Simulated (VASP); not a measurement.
# PtSe2 (spin) (P-3m1) in VASP: density of states with PBE+D3(BJ)

Aim: the density of states of PtSe2 (spin) with PBE+D3(BJ).

Program: VASP 6.6.1. These are calculated values, not measurements. Logs are shortened: lines on timing, memory, paths and dates and some standing lists are left out, and cuts for length are marked.

## Step 1: The cell of the first run

Symmetry: P-3m1, No. 164, trigonal system. Conventional cell: a = 3.772 Å, b = 3.772 Å, c = 4.821 Å, α = 90.00°, β = 90.00°, γ = 120.00°. Pt (site symmetry -3m) has 6 Se at 2.53 Å within 3.3 Å. Within 3.3 Å of Se (site symmetry 3m) lie 3 Pt at 2.53 Å and 3 Se at 3.14 Å.

## Step 2: Density of states, PBE+D3(BJ)

Input file POSCAR:

```
PtSe2
1.0
    3.7717303359      0.0000000000      0.0000000000
   -1.8858651680      3.2664142871      0.0000000000
    0.0000000000      0.0000000000      4.8206898038
Pt Se
1 2
Direct
    0.0000000000      0.0000000000      0.0000000000
    0.3333333333      0.6666666667      0.2655502303
    0.6666666667      0.3333333333      0.7344497697
```

Input file INCAR.step1:

```
SYSTEM = PtSe2
ALGO = Normal
EDIFF = 1E-7
ENCUT = 520
GGA = PE
ISIF = 2
ISMEAR = 0
IVDW = 12
LASPH = .True.
LCHARG = .True.
LMAXMIX = 4
LREAL = .False.
LWAVE = .False.
NBANDS = 18
NELM = 100
PREC = Accurate
SIGMA = 0.1
```

Input file KPOINTS.step1:

```
k-points
0
Gamma
  15 15 10
  0 0 0
```

Input file INCAR.step2:

```
SYSTEM = PtSe2
ALGO = Normal
EDIFF = 1E-7
ENCUT = 520
GGA = PE
ICHARG = 11
ISIF = 2
ISMEAR = -5
IVDW = 12
LASPH = .True.
LCHARG = .False.
LMAXMIX = 4
LORBIT = 11
LREAL = .False.
LWAVE = .False.
NEDOS = 2001
NELM = 100
PREC = Accurate
SIGMA = 0.1
```

Input file KPOINTS.step2:

```
k-points
0
Gamma
  23 23 15
  0 0 0
```

Potentials or basis: VASP PAW PBE potentials, release 64 (Pt, Se).

Launch:

```
$ cat potpaw_PBE.64/Pt/POTCAR potpaw_PBE.64/Se/POTCAR > POTCAR
$ cp INCAR.step1 INCAR
$ cp KPOINTS.step1 KPOINTS
$ mpirun -np 1 vasp_std > vasp.out
$ cp INCAR.step2 INCAR
$ cp KPOINTS.step2 KPOINTS
$ mpirun -np 1 vasp_std > vasp.out
```

OUTCAR:

```text
SYSTEM = PtSe2
   EDIFF = 1E-7
   ENCUT = 520
   GGA = PE
   ICHARG = 11
   ISIF = 2
   ISMEAR = -5
   IVDW = 12
   LASPH = .True.
   LORBIT = 11
   LREAL = .False.
   NELM = 100
   PREC = Accurate
 IVDW          = 12

 ion  position               nearest neighbor table
   1  0.000  0.000  0.000-   2 2.53   3 2.53   3 2.53   2 2.53   3 2.53   2 2.53
   2  0.333  0.667  0.266-   1 2.53   1 2.53   1 2.53
   3  0.667  0.333  0.734-   1 2.53   1 2.53   1 2.53

  LATTYP: Found a hexagonal cell.
 ALAT       =     3.7717303359
 C/A-ratio  =     1.2781109397

  Lattice vectors:

 A1 = (   3.7717303359,   0.0000000000,   0.0000000000)
 A2 = (  -1.8858651680,   3.2664142871,   0.0000000000)
 A3 = (   0.0000000000,   0.0000000000,   4.8206898038)

Analysis of symmetry for initial positions (statically):
=====================================================================
 Subroutine PRICEL returns:
 Original cell was already a primitive cell.

 Routine SETGRP: Setting up the symmetry group for a
 hexagonal supercell.

 Subroutine GETGRP returns: Found 12 space group operations
 (whereof 12 operations were pure point group operations)
 out of a pool of 24 trial point group operations.

The static configuration has the point symmetry D_3d.

Analysis of symmetry for dynamics (positions and initial velocities):
=====================================================================
 Subroutine PRICEL returns:
 Original cell was already a primitive cell.

 Routine SETGRP: Setting up the symmetry group for a
 hexagonal supercell.

 Subroutine GETGRP returns: Found 12 space group operations
 (whereof 12 operations were pure point group operations)
 out of a pool of 24 trial point group operations.

The dynamic configuration has the point symmetry D_3d.

 Subroutine INISYM returns: Found 12 space group operations
 (whereof 12 operations are pure point group operations),
 and found     1 'primitive' translations

----------------------------------------------------------------------------------------

                                     Primitive cell

  volume of cell :      59.3911

  direct lattice vectors                    reciprocal lattice vectors
     3.771730336  0.000000000  0.000000000     0.265130301  0.153073051  0.000000000
    -1.885865168  3.266414287  0.000000000     0.000000000  0.306146102  0.000000000
     0.000000000  0.000000000  4.820689804     0.000000000  0.000000000  0.207439192

  length of vectors
     3.771730336  3.771730336  4.820689804     0.306146102  0.306146102  0.207439192

  position of ions in fractional coordinates (direct lattice)
     0.000000000  0.000000000  0.000000000
     0.333333333  0.666666667  0.265550230
     0.666666667  0.333333333  0.734449770

  ion indices of the primitive-cell ions
   primitive index   ion index
                 1           1
                 2           2
                 3           3

----------------------------------------------------------------------------------------

 KPOINTS: k-points

Automatic generation of k-mesh.
 Grid dimensions read from file:
 generate k-points for:   23   23   15

 Generating k-lattice:

  Cartesian coordinates                     Fractional coordinates (reciprocal lattice)
     0.011527404  0.006655350  0.000000000     0.043478261  0.000000000  0.000000000
     0.000000000  0.013310700  0.000000000     0.000000000  0.043478261  0.000000000
     0.000000000  0.000000000  0.013829279     0.000000000  0.000000000  0.066666667

  Length of vectors
     0.013310700  0.013310700  0.013829279

  Shift w.r.t. Gamma in fractional coordinates (k-lattice)
     0.000000000  0.000000000  0.000000000

 TETIRR: Found  11791 inequivalent tetrahedra from    47610

 Subroutine IBZKPT returns following result:
 ===========================================

 Found    756 irreducible k-points:

 Following reciprocal coordinates:
            Coordinates               Weight
  0.000000  0.000000  0.000000      1.000000
  0.043478  0.000000  0.000000      6.000000
  0.086957  0.000000  0.000000      6.000000
  0.130435  0.000000  0.000000      6.000000
  0.173913 -0.000000  0.000000      6.000000
  0.217391  0.000000  0.000000      6.000000
[... 16 lines left out ...]
  0.478261  0.043478  0.000000      6.000000
  0.086957  0.086957  0.000000      6.000000
 [... further k-points ...]
   k-points           NKPTS =    756   k-points in BZ     NKDIM =    756   number of bands    NBANDS=     15
   number of dos      NEDOS =   2001   number of ions     NIONS =      3
   total plane-waves  NPLWV =  28224
   dimension x,y,z NGX =    28 NGY =   28 NGZ =   36
   dimension x,y,z NGXF=    56 NGYF=   56 NGZF=   72
   ions per type =               1   2
   NGX,Y,Z   is equivalent  to a cutoff of  12.34, 12.34, 12.41 a.u.
   NGXF,Y,Z  is equivalent  to a cutoff of  24.68, 24.68, 24.83 a.u.
 SYSTEM =  PtSe2
   PREC   = accura    normal or accurate (medium, high low for compatibility)
   ISTART =      0    job   : 0-new  1-cont  2-samecut
   ICHARG =     11    charge: 1-file 2-atom 10-const
   ISPIN  =      1    spin polarized calculation?
   LNONCOLLINEAR =      F non collinear calculations
   LSORBIT =      F    spin-orbit coupling
   LASPH  =      T    aspherical Exc in radial PAW
   ENCUT  =  520.0 eV  38.22 Ry    6.18 a.u.   7.01  7.01  8.96*2*pi/ulx,y,z
   NELM   =    100;   NELMIN=  2; NELMDL=  0     # of ELM steps
   EDIFF  = 0.1E-06   stopping-criterion for ELM
   LREAL  =      F    real-space projection
   EDIFFG = 0.1E-05   stopping-criterion for IOM
   NSW    =      0    number of steps for IOM
   IBRION =     -1    ionic relax: 0-MD 1-quasi-New 2-CG
   NFREE  =      0    steps in history (QN), initial steepest desc. (CG)
   ISIF   =      2    stress and relaxation
   ISYM   =      2    0-nonsym 1-usesym 2-fastsym
   POTIM  = 0.5000    time-step for ionic-motion
   TEBEG  =    0.0;   TEEND  =   0.0 temperature during run
   PSTRESS=    0.0 pullay stress
   NELECT =      22.0000    total number of electrons
   NUPDOWN=      -1.0000    fix difference up-down
   EMIN   =  10.00;   EMAX   =-10.00  energy-range for DOS
   EFERMI =   0.00;   METHOD = LEGACY
   ISMEAR =    -5;   SIGMA  =   0.10  broadening in eV -4-tet -1-fermi 0-gaus
   EFERMI_NEDOS =   21; number of points for ismear=-14 and -15
   IALGO  =     38    algorithm
   IMIX   =      4    mixing-type and parameters
     AMIX     =   0.40;   BMIX     =  1.00
     AMIX_MAG =   1.60;   BMIX_MAG =  1.00
  volume/ion in A,a.u.               =      19.80       133.60
  Fermi-wavevector in a.u.,A,eV,Ry     =   1.175733  2.221813 18.807986  1.382348
  Thomas-Fermi vector in A             =   2.312109
   LORBIT       =     11    0 simple, 1 ext, 2 COOP (PROOUT), +10 PAW based schemes
   GGA     = PE    functional components
   LHFCALC =     F    Hartree Fock is set to
   AEXX    =    0.0000 exact exchange contribution
   IVDW    =    12    specifies the selected vdW correction
   LEPSILON=     F    determine dielectric tensor
   LRPA    =     F    only Hartree local field effects (RPA)
 non-spin polarized calculation
 Fermi weights with tetrahedron method with Bloechl corrections
  energy-cutoff  :      520.00
  volume of cell :       59.39
 maximum number of plane-waves:      1624

 number of electron      21.9999997 magnetization

 Free energy of the ion-electron system (eV)
  ---------------------------------------------------
  ext. energy  EPLUGINS =         0.00000000
  ---------------------------------------------------
  free energy    TOTEN  =       -14.19548284 eV

  energy without entropy =      -14.19548284  energy(sigma->0) =      -14.19548284

 E-fermi :   6.7419     XC(G=0): -10.8251

 val. band max:        6.7765020937   @ k =   0.0000   0.2174   0.2667
 cond. band min:       6.6991531087   @ k =  -0.1739   0.4783   0.1333
 fundamental gap:     -0.0773489851
 Fermi energy:         6.7419220638

 k-point     1 :       0.0000    0.0000    0.0000
  band No.  band energies     occupation
      1      -8.9531      2.00000
      2      -5.8529      2.00000
      3      -0.3995      2.00000
      4       0.4881      2.00000
      5       0.4881      2.00000
      6       2.9263      2.00000
      7       2.9263      2.00000
      8       4.2449      2.00000
      9       5.7089      2.00000
     10       5.7089      2.00000
     11       7.4997      0.00000
     12       7.7825      0.00000
     13       7.7825      0.00000
     14      10.0737      0.00000
     15      10.8229      0.00000

 k-point     2 :       0.0435    0.0000    0.0000
  band No.  band energies     occupation
      1      -8.9327      2.00000
      2      -5.8652      2.00000
      3      -0.3737      2.00000
      4       0.5016      2.00000
      5       0.5085      2.00000
      6       2.9005      2.00000
      7       2.9109      2.00000
      8       4.2021      2.00000
      9       5.6042      2.00000
     10       5.6749      2.00000
     11       7.2267     -0.01176
     12       7.8107      0.00000
     13       7.9898      0.00000
     14      10.2214      0.00000
     15      10.9519      0.00000
[... 365 lines left out ...]
      3      -0.3797      2.00000
      4       1.1884      2.00000
      5       1.6005      2.00000
      6       2.7652      2.00000
      7       2.8118      2.00000
      8       3.0369      2.00000
      9       3.4531      2.00000
     10       3.4748      2.00000
     11       4.0343      2.00000
     12       7.1951      0.00000
     13       9.0870      0.00000
     14      11.6841      0.00000
     15      12.9889      0.00000

 k-point    24 :       0.0870    0.0870    0.0000
  band No.  band energies     occupation
      1      -8.7130      2.00000
      2      -5.9916      2.00000
      3      -0.1001      2.00000
      4       0.6461      2.00000
      5       0.7201      2.00000
      6       2.6439      2.00000
      7       2.6599      2.00000
      8       3.7421      2.00000
      9       5.0421      2.00000
     10       5.1214      2.00000
     11       6.5779      2.00976
     12       7.7824      0.00000
     13       8.4610      0.00000
     14      11.3962      0.00000
     15      11.9939      0.00000

 [... further k-points ...]

------------------------ aborting loop because EDIFF is reached ----------------------------------------

 Edisp (eV)   -1.47051

 E8    (eV) :    -0.6318

  FORCE on cell =-STRESS in cart. coord.  units (eV):
  Direction    XX          YY          ZZ          XY          YZ          ZX
  --------------------------------------------------------------------------------------
  -------------------------------------------------------------------------------------
  Total      -0.05506    -0.05506    -0.08177     0.00000     0.00000     0.00000
  in kB      -1.48526    -1.48526    -2.20581     0.00000     0.00000     0.00000
  external pressure =       -1.73 kB  Pullay stress =        0.00 kB

 VOLUME and BASIS-vectors are now :
 -----------------------------------------------------------------------------
  energy-cutoff  :      520.00
  volume of cell :       59.39
      direct lattice vectors                 reciprocal lattice vectors
     3.771730336  0.000000000  0.000000000     0.265130301  0.153073051  0.000000000
    -1.885865168  3.266414287  0.000000000     0.000000000  0.306146102  0.000000000
     0.000000000  0.000000000  4.820689804     0.000000000  0.000000000  0.207439192

 POSITION                                       TOTAL-FORCE (eV/Angst)
 -----------------------------------------------------------------------------------
      0.00000      0.00000      0.00000        -0.000000      0.000000      0.000000
     -0.00000      2.17761      1.28014         0.000000     -0.000000     -0.001035
      1.88587      1.08880      3.54055        -0.000000      0.000000      0.001035
 -----------------------------------------------------------------------------------
    total drift:                                0.000000     -0.000000      0.000000

  FREE ENERGIE OF THE ION-ELECTRON SYSTEM (eV)
  ---------------------------------------------------
  free  energy   TOTEN  =       -15.6659935315 eV

  energy  without entropy=      -15.6659935315  energy(sigma->0) =      -15.66599353

 total charge

# of ion       s       p       d       tot
------------------------------------------
    1        0.673   0.672   8.024   9.369
    2        1.488   2.218   0.070   3.776
    3        1.488   2.218   0.070   3.776
--------------------------------------------------
tot          3.650   5.107   8.165  16.922
```

It took 11 min on 1 thread of AMD EPYC 7R43 (Zen 3), shared host; peak memory 0.73 GiB.

Results:

```yaml
Valence_electrons_inside_the_program's_atomic_spheres: Pt 9.37; Se 3.78
Dispersion_energy_per_atom: -0.490 eV
```

Caveat: spin-orbit coupling is left out, which moves the levels of the heavy elements; pairwise dispersion overbinds metals, which lowers pressure and volume; tetrahedron occupations give inexact forces and stress in metals.
